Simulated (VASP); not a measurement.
# SrTiO3 (Pm-3m) in VASP: notebook

Aim: see how the results for SrTiO3 move with the level of theory and the settings. Levels: PBE, PBE+D3(BJ), revPBE, LDA. Tasks: single point.

All numbers are computed with VASP 6.6.1; they aren't measurements. Logs are shortened: lines on timing, memory, paths and dates and some standing lists are left out, and cuts for length are marked.

## (1) The cell of the first run

Symmetry: Pm-3m, No. 221, cubic system. The conventional cell has a = 3.913 Å, b = 3.913 Å, c = 3.913 Å, α = 90.00°, β = 90.00°, γ = 90.00°. Sr (site symmetry m-3m) has 12 O at 2.77 Å and 8 Ti at 3.39 Å within 3.6 Å. Within 2.6 Å of Ti (site symmetry m-3m) lie 6 O at 1.96 Å. O (site symmetry 4/mmm) has 2 Ti at 1.96 Å within 2.6 Å.

## (2) Single point, PBE

File INCAR:

```
PREC = Accurate ; ENCUT = 600
EDIFF = 1E-6 ; ISMEAR = 0
SIGMA = 0.1 ; LREAL = False
LASPH = True ; NELM = 120
ALGO = Normal ; ISIF = 2
LWAVE = False ; LCHARG = False
GGA = PE ; NBANDS = 28
GGA_COMPAT = False
```

File KPOINTS:

```
regular mesh
0
Gamma
  4 4 4
```

File POSCAR:

```
SrTiO3
1.0
    3.9127013100      0.0000000000      0.0000000000
    0.0000000000      3.9127013100      0.0000000000
    0.0000000000      0.0000000000      3.9127013100
Sr Ti O
1 1 3
Direct
    0.5430000000      0.5160000000      0.0720000000
    1.0430000000      1.0160000000      0.5720000000
    1.0430000000      0.5160000000      0.5720000000
    1.0430000000      1.0160000000      0.0720000000
    0.5430000000      1.0160000000      0.5720000000
```

Potentials or basis: VASP PAW PBE potentials, release 64 (Sr_sv, Ti_sv, O).

Launch:

```console
$ cat potpaw_PBE.64/Sr_sv/POTCAR potpaw_PBE.64/Ti_sv/POTCAR potpaw_PBE.64/O/POTCAR > POTCAR
$ mpirun -np 1 vasp_std > vasp.out
```

OUTCAR:

```text
PREC = Accurate
   ENCUT = 600
   EDIFF = 1E-6
   ISMEAR = 0
   LREAL = False
   LASPH = True
   NELM = 120
   ISIF = 2
   GGA = PE

 ion  position               nearest neighbor table
   1  0.543  0.516  0.072-   3 2.77   4 2.77   5 2.77   3 2.77   5 2.77   4 2.77   5 2.77   5 2.77
                             3 2.77   4 2.77   3 2.77   4 2.77   2 3.39   2 3.39   2 3.39   2 3.39
   2  0.043  0.016  0.572-   3 1.96   4 1.96   5 1.96   4 1.96   3 1.96   5 1.96   1 3.39   1 3.39
                             1 3.39   1 3.39   1 3.39   1 3.39   1 3.39   1 3.39
   3  0.043  0.516  0.572-   2 1.96   2 1.96   1 2.77   1 2.77   1 2.77   1 2.77
   4  0.043  0.016  0.072-   2 1.96   2 1.96   1 2.77   1 2.77   1 2.77   1 2.77
   5  0.543  0.016  0.572-   2 1.96   2 1.96   1 2.77   1 2.77   1 2.77   1 2.77

  LATTYP: Found a simple cubic cell.
 ALAT       =     3.9127013100

  Lattice vectors:

 A1 = (   3.9127013100,   0.0000000000,   0.0000000000)
 A2 = (   0.0000000000,   3.9127013100,   0.0000000000)
 A3 = (   0.0000000000,   0.0000000000,   3.9127013100)

Analysis of symmetry for initial positions (statically):
=====================================================================
 Subroutine PRICEL returns:
 Original cell was already a primitive cell.

 Routine SETGRP: Setting up the symmetry group for a
 simple cubic supercell.

 Subroutine GETGRP returns: Found 48 space group operations
 (whereof  1 operations were pure point group operations)
 out of a pool of 48 trial point group operations.

The static configuration has the point symmetry C_1 .
 The point group associated with its full space group is O_h .

Analysis of symmetry for dynamics (positions and initial velocities):
=====================================================================
 Subroutine PRICEL returns:
 Original cell was already a primitive cell.

 Routine SETGRP: Setting up the symmetry group for a
 simple cubic supercell.

 Subroutine GETGRP returns: Found 48 space group operations
 (whereof  1 operations were pure point group operations)
 out of a pool of 48 trial point group operations.

The dynamic configuration has the point symmetry C_1 .
 The point group associated with its full space group is O_h .

 Subroutine INISYM returns: Found 48 space group operations
 (whereof  1 operations are pure point group operations),
 and found     1 'primitive' translations

----------------------------------------------------------------------------------------

                                     Primitive cell

  volume of cell :      59.9005

  direct lattice vectors                    reciprocal lattice vectors
     3.912701310  0.000000000  0.000000000     0.255577904  0.000000000  0.000000000
     0.000000000  3.912701310  0.000000000     0.000000000  0.255577904  0.000000000
     0.000000000  0.000000000  3.912701310     0.000000000  0.000000000  0.255577904

  length of vectors
     3.912701310  3.912701310  3.912701310     0.255577904  0.255577904  0.255577904

  position of ions in fractional coordinates (direct lattice)
     0.543000000  0.516000000  0.072000000
     0.043000000  0.016000000  0.572000000
     0.043000000  0.516000000  0.572000000
     0.043000000  0.016000000  0.072000000
     0.543000000  0.016000000  0.572000000

  ion indices of the primitive-cell ions
   primitive index   ion index
                 1           1
                 2           2
                 3           3
                 4           4
                 5           5

----------------------------------------------------------------------------------------

 KPOINTS: regular mesh

Automatic generation of k-mesh.
 Grid dimensions read from file:
 generate k-points for:    4    4    4

 Generating k-lattice:

  Cartesian coordinates                     Fractional coordinates (reciprocal lattice)
     0.063894476  0.000000000  0.000000000     0.250000000  0.000000000  0.000000000
     0.000000000  0.063894476  0.000000000     0.000000000  0.250000000  0.000000000
     0.000000000  0.000000000  0.063894476     0.000000000  0.000000000  0.250000000

  Length of vectors
     0.063894476  0.063894476  0.063894476

  Shift w.r.t. Gamma in fractional coordinates (k-lattice)
     0.000000000  0.000000000  0.000000000

 Subroutine IBZKPT returns following result:
 ===========================================

 Found     10 irreducible k-points:

 Following reciprocal coordinates:
            Coordinates               Weight
  0.000000  0.000000  0.000000      1.000000
  0.250000  0.000000  0.000000      6.000000
  0.500000  0.000000  0.000000      3.000000
  0.250000  0.250000  0.000000     12.000000
  0.500000  0.250000  0.000000     12.000000
  0.500000  0.500000  0.000000      3.000000
  0.250000  0.250000  0.250000      8.000000
  0.500000  0.250000  0.250000     12.000000
  0.500000  0.500000  0.250000      6.000000
  0.500000  0.500000  0.500000      1.000000
   k-points           NKPTS =     10   k-points in BZ     NKDIM =     10   number of bands    NBANDS=     28
   number of dos      NEDOS =    301   number of ions     NIONS =      5
   total plane-waves  NPLWV =  32768
   dimension x,y,z NGX =    32 NGY =   32 NGZ =   32
   dimension x,y,z NGXF=    64 NGYF=   64 NGZF=   64
   ions per type =               1   1   3
   NGX,Y,Z   is equivalent  to a cutoff of  13.60, 13.60, 13.60 a.u.
   NGXF,Y,Z  is equivalent  to a cutoff of  27.19, 27.19, 27.19 a.u.
 SYSTEM =  unknown system
   PREC   = accura    normal or accurate (medium, high low for compatibility)
   ISTART =      0    job   : 0-new  1-cont  2-samecut
   ICHARG =      2    charge: 1-file 2-atom 10-const
   ISPIN  =      1    spin polarized calculation?
   LNONCOLLINEAR =      F non collinear calculations
   LSORBIT =      F    spin-orbit coupling
   LASPH  =      T    aspherical Exc in radial PAW
   ENCUT  =  600.0 eV  44.10 Ry    6.64 a.u.   7.81  7.81  7.81*2*pi/ulx,y,z
   NELM   =    120;   NELMIN=  2; NELMDL= -5     # of ELM steps
   EDIFF  = 0.1E-05   stopping-criterion for ELM
   LREAL  =      F    real-space projection
   EDIFFG = 0.1E-04   stopping-criterion for IOM
   NSW    =      0    number of steps for IOM
   IBRION =     -1    ionic relax: 0-MD 1-quasi-New 2-CG
   NFREE  =      0    steps in history (QN), initial steepest desc. (CG)
   ISIF   =      2    stress and relaxation
   ISYM   =      2    0-nonsym 1-usesym 2-fastsym
   POTIM  = 0.5000    time-step for ionic-motion
   TEBEG  =    0.0;   TEEND  =   0.0 temperature during run
   PSTRESS=    0.0 pullay stress
   NELECT =      40.0000    total number of electrons
   NUPDOWN=      -1.0000    fix difference up-down
   EMIN   =  10.00;   EMAX   =-10.00  energy-range for DOS
   EFERMI =   0.00;   METHOD = LEGACY
   ISMEAR =     0;   SIGMA  =   0.10  broadening in eV -4-tet -1-fermi 0-gaus
   EFERMI_NEDOS =   21; number of points for ismear=-14 and -15
   IALGO  =     38    algorithm
   IMIX   =      4    mixing-type and parameters
     AMIX     =   0.40;   BMIX     =  1.00
     AMIX_MAG =   1.60;   BMIX_MAG =  1.00
  volume/ion in A,a.u.               =      11.98        80.85
  Fermi-wavevector in a.u.,A,eV,Ry     =   1.430929  2.704064 27.858721  2.047558
  Thomas-Fermi vector in A             =   2.550721
   LORBIT       =      0    0 simple, 1 ext, 2 COOP (PROOUT), +10 PAW based schemes
   GGA     = PE    functional components
   LHFCALC =     F    Hartree Fock is set to
   AEXX    =    0.0000 exact exchange contribution
   IVDW    =     0    specifies the selected vdW correction
   LEPSILON=     F    determine dielectric tensor
   LRPA    =     F    only Hartree local field effects (RPA)
 non-spin polarized calculation
 Gauss-broadening in eV      SIGMA  =   0.10
  energy-cutoff  :      600.00
  volume of cell :       59.90
 maximum number of plane-waves:      2016
 NGX is ok and might be reduce to    32
   NGX = 15   NGY = 15   NGZ = 15

 number of electron      40.0000000 magnetization

 Free energy of the ion-electron system (eV)
  ---------------------------------------------------
  ext. energy  EPLUGINS =         0.00000000
  ---------------------------------------------------
  free energy    TOTEN  =       -40.07539186 eV

  energy without entropy =      -40.07539186  energy(sigma->0) =      -40.07539186

 E-fermi :   4.6162     XC(G=0): -11.2395

 val. band max:        4.1201696704   @ k =   0.5000   0.5000   0.5000
 cond. band min:       5.9466143784   @ k =   0.0000   0.0000   0.0000
 fundamental gap:      1.8264447080
 Fermi energy:         4.6161812861

 k-point     1 :       0.0000    0.0000    0.0000
  band No.  band energies     occupation
      1     -52.3950      2.00000
      2     -28.6903      2.00000
      3     -28.6363      2.00000
      4     -28.6363      2.00000
      5     -28.6363      2.00000
      6     -13.2874      2.00000
[... 20 lines left out ...]
     27       9.5144      0.00000
     28      10.2779      0.00000

 k-point     2 :       0.2500    0.0000    0.0000
  band No.  band energies     occupation
      1     -52.3943      2.00000
      2     -28.7531      2.00000
      3     -28.6349      2.00000
      4     -28.6349      2.00000
      5     -28.5964      2.00000
      6     -13.3570      2.00000
[... 20 lines left out ...]
     27      10.4472      0.00000
     28      11.6615      0.00000

 k-point     3 :       0.5000    0.0000    0.0000
  band No.  band energies     occupation
      1     -52.3935      2.00000
      2     -28.7978      2.00000
      3     -28.6335      2.00000
      4     -28.6335      2.00000
      5     -28.5742      2.00000
      6     -13.5082      2.00000
[... 20 lines left out ...]
     27      11.5123      0.00000
     28      12.1177      0.00000

 k-point     4 :       0.2500    0.2500    0.0000
  band No.  band energies     occupation
      1     -52.3935      2.00000
      2     -28.7473      2.00000
      3     -28.6698      2.00000
      4     -28.6335      2.00000
      5     -28.5906      2.00000
      6     -13.2129      2.00000
[... 144 lines left out ...]
     27      12.3890      0.00000
     28      12.3947      0.00000

 k-point     9 :       0.5000    0.5000    0.2500
  band No.  band energies     occupation
      1     -52.3913      2.00000
      2     -28.7014      2.00000
      3     -28.7014      2.00000
      4     -28.6654      2.00000
      5     -28.6400      2.00000
      6     -12.3182      2.00000
[... 20 lines left out ...]
     27      12.1373      0.00000
     28      12.4770      0.00000

 k-point    10 :       0.5000    0.5000    0.5000
  band No.  band energies     occupation
      1     -52.3906      2.00000
      2     -28.6996      2.00000
      3     -28.6996      2.00000
      4     -28.6996      2.00000
      5     -28.6311      2.00000
      6     -11.9622      2.00000
[... 20 lines left out ...]
     27      12.4124      0.00000
     28      12.4124      0.00000

------------------------ aborting loop because EDIFF is reached ----------------------------------------

  FORCE on cell =-STRESS in cart. coord.  units (eV):
  Direction    XX          YY          ZZ          XY          YZ          ZX
  --------------------------------------------------------------------------------------
  -------------------------------------------------------------------------------------
  Total        1.3956783      1.3956783      1.3956783      0.0000000     -0.0000000      0.0000000
  in kB       37.3306734     37.3306734     37.3306734      0.0000000     -0.0000000      0.0000000
  external PRESSURE =      37.3306734 kB  Pullay stress =       0.0000000 kB

 VOLUME and BASIS-vectors are now :
 -----------------------------------------------------------------------------
  energy-cutoff  :      600.00
  volume of cell :       59.90
      direct lattice vectors                 reciprocal lattice vectors
     3.912701310  0.000000000  0.000000000     0.255577904  0.000000000  0.000000000
     0.000000000  3.912701310  0.000000000     0.000000000  0.255577904  0.000000000
     0.000000000  0.000000000  3.912701310     0.000000000  0.000000000  0.255577904

 POSITION                                       TOTAL-FORCE (eV/Angst)
 -----------------------------------------------------------------------------------
      2.12460      2.01895      0.28171         0.000000      0.000000      0.000000
      0.16825      0.06260      2.23807         0.000000      0.000000      0.000000
      0.16825      2.01895      2.23807         0.000000      0.000000      0.000000
      0.16825      0.06260      0.28171         0.000000      0.000000      0.000000
      2.12460      0.06260      2.23807         0.000000      0.000000      0.000000
 -----------------------------------------------------------------------------------
    total drift:                                0.000002     -0.000000      0.000013

  FREE ENERGIE OF THE ION-ELECTRON SYSTEM (eV)
  ---------------------------------------------------
  free  energy   TOTEN  =       -40.0753918623 eV

  energy  without entropy=      -40.0753918623  energy(sigma->0) =      -40.07539186
```

It took 24 s on 1 thread of Intel Xeon 6975P-C, shared host; peak memory 0.19 GiB.

What came out:

```yaml
Free_energy: -40.0754 eV
Pressure: 3.7 GPa
Band_gap_on_the_k_mesh: 1.83 eV, indirect (least direct gap 2.19 eV)
```

Levels at points of the mesh, in eV from the valence-band top:
| k point | band 17 | band 18 | band 19 | band 20 | band 21 | band 22 | band 23 | band 24 |
| --- | --- | --- | --- | --- | --- | --- | --- | --- |
| (0.00, 0.00, 0.00) | -1.16 | -0.36 | -0.36 | -0.36 | 1.83 | 1.83 | 1.83 | 4.24 |
| (0.50, 0.00, 0.00) | -2.34 | -1.97 | -0.73 | -0.73 | 1.99 | 3.73 | 3.73 | 4.26 |
| (0.50, 0.50, 0.00) | -1.73 | -1.56 | -1.56 | -0.09 | 3.74 | 3.74 | 4.19 | 5.22 |
| (0.50, 0.50, 0.50) | -3.72 | 0.00 | 0.00 | 0.00 | 4.40 | 4.40 | 4.40 | 6.92 |

## (3) Single point, PBE+D3(BJ)

File INCAR:

```
PREC = Accurate
ENCUT = 600
EDIFF = 1E-6
ISMEAR = 0
SIGMA = 0.1
LREAL = False
LASPH = True
NELM = 120
ALGO = Normal
ISIF = 2
LWAVE = False
LCHARG = False
GGA = PE
IVDW = 12
NBANDS = 28
GGA_COMPAT = False
```

KPOINTS is that of step 2.

File POSCAR:

```
SrTiO3
1.0
    3.9127013100      0.0000000000      0.0000000000
    0.0000000000      3.9127013100      0.0000000000
    0.0000000000      0.0000000000      3.9127013100
Sr Ti O
1 1 3
Direct
    0.0000000000      0.0000000000      0.0000000000
    0.5000000000      0.5000000000      0.5000000000
    0.5000000000      0.0000000000      0.5000000000
    0.5000000000      0.5000000000      0.0000000000
    0.0000000000      0.5000000000      0.5000000000
```

Potentials or basis: VASP PAW PBE potentials, release 64 (Sr_sv, Ti_sv, O).

Launch:

```console
$ cat potpaw_PBE.64/Sr_sv/POTCAR potpaw_PBE.64/Ti_sv/POTCAR potpaw_PBE.64/O/POTCAR > POTCAR
$ mpirun -np 1 vasp_std > vasp.out
```

It took 24 s on 1 thread of Intel Xeon 6975P-C, shared host; peak memory 0.19 GiB.

The run converged. Its results:

* Free energy: -41.3948 eV
* Pressure: 0.1 GPa
* Band gap on the k mesh: 1.83 eV, indirect (least direct gap 2.19 eV)
* Dispersion energy per atom: -0.264 eV

Levels at points of the mesh, in eV from the valence-band top:
| k point | band 16 | band 17 | band 18 | band 19 | band 20 | band 21 | band 22 | band 23 | band 24 | band 25 |
| --- | --- | --- | --- | --- | --- | --- | --- | --- | --- | --- |
| (0.00, 0.00, 0.00) | -1.16 | -1.16 | -0.36 | -0.36 | -0.36 | 1.83 | 1.83 | 1.83 | 4.24 | 4.24 |
| (0.50, 0.00, 0.00) | -2.34 | -2.34 | -1.97 | -0.73 | -0.73 | 1.99 | 3.73 | 3.73 | 4.26 | 6.44 |
| (0.50, 0.50, 0.00) | -2.84 | -1.73 | -1.56 | -1.56 | -0.09 | 3.74 | 3.74 | 4.19 | 5.22 | 7.86 |
| (0.50, 0.50, 0.50) | -3.72 | -3.72 | 0.00 | 0.00 | 0.00 | 4.40 | 4.40 | 4.40 | 6.92 | 6.92 |

Caveat: three body term missing. A k mesh can miss the band edges.

## (4) Single point, revPBE

File INCAR:

```
SYSTEM = SrTiO3
PREC     = Accurate       ! precision mode
ENCUT    = 600            ! plane-wave cutoff, eV
EDIFF    = 1E-6           ! SCF threshold, eV
ISMEAR   = 0              ! smearing method
SIGMA    = 0.1            ! smearing width, eV
LREAL    = .False.        ! projectors in reciprocal space
LASPH    = .True.         ! aspherical terms in the spheres
NELM     = 120            ! most SCF steps
ALGO     = Normal         ! electronic algorithm
ISIF     = 2              ! what is computed and relaxed
LWAVE    = .False.        ! write WAVECAR
LCHARG   = .False.        ! write CHGCAR
GGA      = RE             ! functional
NBANDS   = 28             ! bands
GGA_COMPAT= .False.
```

File KPOINTS:

```
regular mesh
0
Gamma
  4 4 4
  0 0 0
```

POSCAR is that of step 3.

Launch:

```console
$ cat potpaw_PBE.64/Sr_sv/POTCAR potpaw_PBE.64/Ti_sv/POTCAR potpaw_PBE.64/O/POTCAR > POTCAR
$ mpirun -np 1 vasp_std > vasp.out
```

Wall time 20 s (1 thread of Intel Xeon 6975P-C, shared host); peak memory 0.18 GiB.

It converged, with:

| Property | Result |
| --- | --- |
| Free energy | -38.3119 eV |
| Pressure | 7.0 GPa |
| Band gap on the k mesh | 1.86 eV, indirect (least direct gap 2.21 eV) |

Levels at points of the mesh, in eV from the valence-band top:
```csv
k point,band 18,band 19,band 20,band 21,band 22,band 23
"(0.00, 0.00, 0.00)",-0.36,-0.36,-0.36,1.86,1.86,1.86
"(0.50, 0.00, 0.00)",-1.95,-0.73,-0.73,2.02,3.75,3.75
"(0.50, 0.50, 0.00)",-1.56,-1.56,-0.09,3.75,3.75,4.21
"(0.50, 0.50, 0.50)",0.00,0.00,0.00,4.42,4.42,4.42
```

Caveat: the PAW data sets were made with another functional, which shifts forces and pressure a little. A k mesh can miss the band edges.

## (5) Single point, LDA

File INCAR:

```
PREC = Accurate
ENCUT = 600
EDIFF = 1E-6
ISMEAR = 0
SIGMA = 0.1
LREAL = False
LASPH = True
NELM = 120
ALGO = Normal
ISIF = 2
LWAVE = False
LCHARG = False
GGA = CA
NBANDS = 28
GGA_COMPAT = False
```

File KPOINTS:

```
Automatic mesh
0
Gamma
  4 4 4
```

POSCAR is that of step 4.

Potentials or basis: VASP PAW LDA potentials, release 64 (Sr_sv, Ti_sv, O).

Launch:

```console
$ cat potpaw_LDA.64/Sr_sv/POTCAR potpaw_LDA.64/Ti_sv/POTCAR potpaw_LDA.64/O/POTCAR > POTCAR
$ mpirun -np 1 vasp_std > vasp.out
```

Run time: 16 s. Hardware: 1 thread of Intel Xeon 6975P-C, shared host; peak memory 0.16 GiB.

The run converged. Its results:

* Free energy: -44.1137 eV
* Pressure: -7.5 GPa
* Band gap on the k mesh: 1.72 eV, indirect (least direct gap 2.08 eV)

Levels at points of the mesh, in eV from the valence-band top:
```tsv
k point	band 16	band 17	band 18	band 19	band 20	band 21	band 22	band 23	band 24	band 25
(0.00, 0.00, 0.00)	-1.18	-1.18	-0.36	-0.36	-0.36	1.72	1.72	1.72	4.27	4.27
(0.50, 0.00, 0.00)	-2.39	-2.39	-2.03	-0.74	-0.74	1.90	3.69	3.69	4.29	6.47
(0.50, 0.50, 0.00)	-2.91	-1.75	-1.58	-1.58	-0.10	3.70	3.70	4.14	5.25	7.78
(0.50, 0.50, 0.50)	-3.77	-3.77	0.00	0.00	0.00	4.37	4.37	4.37	6.82	6.82
```

A k mesh can miss the band edges. As with any semilocal functional, this LDA gap is likely too small.

## (6) The runs side by side

| level | potentials or basis | gap on the mesh (eV) | pressure (GPa) |
| --- | --- | --- | --- |
| PBE | VASP PAW PBE potentials, release 64 (Sr_sv, Ti_sv, O) | 1.83 | 3.7 |
| PBE+D3(BJ) | VASP PAW PBE potentials, release 64 (Sr_sv, Ti_sv, O) | 1.83 | 0.1 |
| revPBE | VASP PAW PBE potentials, release 64 (Sr_sv, Ti_sv, O) | 1.86 | 7.0 |
| LDA | VASP PAW LDA potentials, release 64 (Sr_sv, Ti_sv, O) | 1.72 | -7.5 |

Alike in all rows: task single point; no spin polarisation; cell as given; k mesh 4 × 4 × 4; cutoff (eV) 600; smearing gaussian 0.1 eV.

Caveats: three body term missing (some runs); the PAW data sets were made with another functional, which shifts forces and pressure a little (some runs).

Total energies depend on the potentials used, so only differences within one code and one set of settings carry meaning.
